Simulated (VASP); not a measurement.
# MgS (I4/mmm) in VASP: notebook, part 2 of 2

VASP 6.6.1.

## (3) Single point, PBEsol (equal xx and yy strain of +2 %)

File INCAR:

```
SYSTEM = MgS
PREC = Accurate
ENCUT = 520
EDIFF = 1E-6
ISMEAR = -1
SIGMA = 0.03
LREAL = .False.
LASPH = .True.
NELM = 60
ALGO = Normal
ISIF = 2
LWAVE = .False.
LCHARG = .True.
GGA = PS
LELF = .True.
LVHAR = .True.
NBANDS = 11
```

File KPOINTS:

```
regular mesh
0
Gamma
  10 10 10
  0 0 0
```

File POSCAR:

```
MgS
1.0
    0.0000000000      2.6536830000      2.6016500000
    2.6536830000      0.0000000000      2.6016500000
    2.6536830000      2.6536830000      0.0000000000
Mg S
1 1
Direct
    0.0000000000      0.0000000000      0.0000000000
    0.5000000000      0.5000000000      0.5000000000
```

Potentials or basis: VASP PAW PBE potentials, release 64 (Mg, S).

On the command line:

```bash
> cat potpaw_PBE.64/Mg/POTCAR potpaw_PBE.64/S/POTCAR > POTCAR
> mpirun -np 1 vasp_std > vasp.out
```

OUTCAR:

```text
SYSTEM = MgS
   PREC = Accurate
   ENCUT = 520
   EDIFF = 1E-6
   ISMEAR = -1
   LREAL = .False.
   LASPH = .True.
   NELM = 60
   ISIF = 2
   GGA = PS

 ion  position               nearest neighbor table
   1  0.000  0.000  0.000-   2 2.60   2 2.60   2 2.65   2 2.65   2 2.65   2 2.65
   2  0.500  0.500  0.500-   1 2.60   1 2.60   1 2.65   1 2.65   1 2.65   1 2.65

  LATTYP: Found a body centered tetragonal cell.
 ALAT       =     3.7528744888
 C/A-ratio  =     1.3864838847

  Lattice vectors:

 A1 = (   0.0000000000,  -2.6536830000,  -2.6016500000)
 A2 = (   0.0000000000,   2.6536830000,  -2.6016500000)
 A3 = (   2.6536830000,   0.0000000000,   2.6016500000)

Analysis of symmetry for initial positions (statically):
=====================================================================
 Subroutine PRICEL returns:
 Original cell was already a primitive cell.

 Routine SETGRP: Setting up the symmetry group for a
 body centered tetragonal supercell.

 Subroutine GETGRP returns: Found 16 space group operations
 (whereof 16 operations were pure point group operations)
 out of a pool of 16 trial point group operations.

The static configuration has the point symmetry D_4h.

Analysis of symmetry for dynamics (positions and initial velocities):
=====================================================================
 Subroutine PRICEL returns:
 Original cell was already a primitive cell.

 Routine SETGRP: Setting up the symmetry group for a
 body centered tetragonal supercell.

 Subroutine GETGRP returns: Found 16 space group operations
 (whereof 16 operations were pure point group operations)
 out of a pool of 16 trial point group operations.

The dynamic configuration has the point symmetry D_4h.

 Subroutine INISYM returns: Found 16 space group operations
 (whereof 16 operations are pure point group operations),
 and found     1 'primitive' translations

[... 116 lines left out ...]
  Fermi-wavevector in a.u.,A,eV,Ry     =   0.985778  1.862851 13.221577  0.971759
  Thomas-Fermi vector in A             =   2.117110
   LORBIT       =      0    0 simple, 1 ext, 2 COOP (PROOUT), +10 PAW based schemes
   GGA     = PS    functional components
   LHFCALC =     F    Hartree Fock is set to
   AEXX    =    0.0000 exact exchange contribution
   IVDW    =     0    specifies the selected vdW correction
   LEPSILON=     F    determine dielectric tensor
   LRPA    =     F    only Hartree local field effects (RPA)
 non-spin polarized calculation
  energy-cutoff  :      520.00
  volume of cell :       36.64
 maximum number of plane-waves:      1002
   NGX = 13   NGY = 13   NGZ = 13

 number of electron       8.0000001 magnetization

 Free energy of the ion-electron system (eV)
  ---------------------------------------------------
  ext. energy  EPLUGINS =         0.00000000
  ---------------------------------------------------
  free energy    TOTEN  =        -9.04884690 eV

  energy without entropy =       -9.04884690  energy(sigma->0) =       -9.04884690

 E-fermi :   4.0067     XC(G=0):  -9.6734

 val. band max:        3.3578805451   @ k =   0.0000   0.0000   0.0000
 cond. band min:       5.8915274061   @ k =   0.5000   0.5000   0.0000
 fundamental gap:      2.5336468610
 Fermi energy:         4.0067481087

 k-point     1 :       0.0000    0.0000    0.0000
  band No.  band energies     occupation
      1      -9.1345      2.00000
      2       3.2679      2.00000
      3       3.3579      2.00000
      4       3.3579      2.00000
      5       6.6212      0.00000
      6      11.1400      0.00000
      7      11.1400      0.00000
      8      11.3390      0.00000
      9      13.4590      0.00000
     10      13.7238      0.00000
     11      15.5326      0.00000
[... 309 lines left out ...]
 k-point    24 :       0.4000    0.3000    0.0000
  band No.  band energies     occupation
      1      -7.8938      2.00000
      2      -0.1929      2.00000
      3       1.7361      2.00000
      4       1.9747      2.00000
      5       7.0856      0.00000
      6       8.4558      0.00000
      7      12.4919      0.00000
      8      13.5439      0.00000
      9      14.9613      0.00000
     10      16.3643      0.00000
     11      19.7442      0.00000

 [... further k-points ...]
[... 5 lines left out ...]
  --------------------------------------------------------------------------------------
  -------------------------------------------------------------------------------------
  Total       -0.9977157     -0.9977157     -0.6122423      0.0000000      0.0000000      0.0000000
  in kB      -43.6255038    -43.6255038    -26.7705298      0.0000000      0.0000000      0.0000000
  external PRESSURE =     -38.0071791 kB  Pullay stress =       0.0000000 kB

 VOLUME and BASIS-vectors are now :
 -----------------------------------------------------------------------------
  energy-cutoff  :      520.00
  volume of cell :       36.64
      direct lattice vectors                 reciprocal lattice vectors
     0.000000000  2.653683000  2.601650000    -0.188417381  0.188417381  0.192185728
     2.653683000  0.000000000  2.601650000     0.188417381 -0.188417381  0.192185728
     2.653683000  2.653683000  0.000000000     0.188417381  0.188417381 -0.192185728

 POSITION                                       TOTAL-FORCE (eV/Angst)
 -----------------------------------------------------------------------------------
      0.00000      0.00000      0.00000        -0.000000      0.000000     -0.000000
      2.65368      2.65368      2.60165         0.000000     -0.000000      0.000000
 -----------------------------------------------------------------------------------
    total drift:                                0.000000      0.000000      0.000000

  FREE ENERGIE OF THE ION-ELECTRON SYSTEM (eV)
  ---------------------------------------------------
  free  energy   TOTEN  =        -9.0488469013 eV

  energy  without entropy=       -9.0488469013  energy(sigma->0) =       -9.04884690
```

OSZICAR:

```text
N       E                     dE             d eps       ncg     rms          rms(c)
DAV:   1     0.213747592831E+02    0.21375E+02   -0.34877E+03  2308   0.588E+02
DAV:   2    -0.800927220993E+01   -0.29384E+02   -0.27986E+02  2856   0.995E+01
DAV:   3    -0.942545331771E+01   -0.14162E+01   -0.14136E+01  2801   0.231E+01
DAV:   4    -0.943442063781E+01   -0.89673E-02   -0.89664E-02  2672   0.214E+00
DAV:   5    -0.943449928538E+01   -0.78648E-04   -0.78647E-04  2806   0.200E-01    0.395E+00
DAV:   6    -0.909370922375E+01    0.34079E+00   -0.74544E-01  2582   0.329E+00    0.296E+00
DAV:   7    -0.905222416494E+01    0.41485E-01   -0.18360E-01  2728   0.178E+00    0.186E+00
DAV:   8    -0.904910473734E+01    0.31194E-02   -0.11347E-02  2499   0.612E-01    0.731E-01
DAV:   9    -0.904886059466E+01    0.24414E-03   -0.55717E-04  2619   0.129E-01    0.327E-01
DAV:  10    -0.904884578399E+01    0.14811E-04   -0.15139E-04  2643   0.543E-02    0.240E-02
DAV:  11    -0.904884706308E+01   -0.12791E-05   -0.20294E-06  2665   0.878E-03    0.177E-02
DAV:  12    -0.904884690130E+01    0.16177E-06   -0.11554E-07  1542   0.191E-03
   1 F= -.90488469E+01 E0= -.90488469E+01  d E =-.223541E-11
```

stdout:

```text
POSCAR found type information on POSCAR MgS
 POSCAR found :  2 types and       2 ions
 scaLAPACK will be used
 -----------------------------------------------------------------------------
|                                                                             |
|                                                                             |
|     You enforced a specific xc type in the INCAR file but a different       |
|     I HOPE YOU KNOW WHAT YOU ARE DOING!                                     |
|                                                                             |
 -----------------------------------------------------------------------------

 LDA part: xc-table for (Slater+PW92), standard interpolation
 POSCAR, INCAR and KPOINTS ok, starting setup
 FFT: planning ... GRIDC
 FFT: planning ... GRID_SOFT
 FFT: planning ... GRID
 WAVECAR not read
 entering main loop
```

It took 26 s on 1 thread of Intel Xeon Platinum 8259CL at 2.50GHz (Skylake/Cascade Lake), shared host; peak memory 0.18 GiB.

Results:

- Free energy: -9.0488 eV
- Pressure: -3.8 GPa
- Band gap on the k mesh: 2.53 eV, indirect (least direct gap 3.26 eV)

Levels at points of the mesh, in eV from the valence-band top:
| k point | band 1 | band 2 | band 3 | band 4 | band 5 | band 6 | band 7 | band 8 |
| --- | --- | --- | --- | --- | --- | --- | --- | --- |
| (0.00, 0.00, 0.00) | -12.49 | -0.09 | 0.00 | 0.00 | 3.26 | 7.78 | 7.78 | 7.98 |
| (0.50, 0.00, 0.00) | -11.27 | -4.72 | -0.61 | -0.56 | 4.31 | 6.65 | 6.86 | 9.61 |
| (0.50, 0.50, 0.00) | -10.87 | -4.07 | -1.71 | -1.71 | 2.53 | 4.28 | 11.59 | 12.71 |
| (0.50, 0.00, 0.50) | -10.94 | -4.09 | -1.71 | -1.54 | 2.63 | 4.35 | 11.39 | 12.61 |

Caveat: the cell differs from its parent crystal (equal xx and yy strain of +2 %); the PAW data sets were made with another functional, which shifts forces and pressure a little.
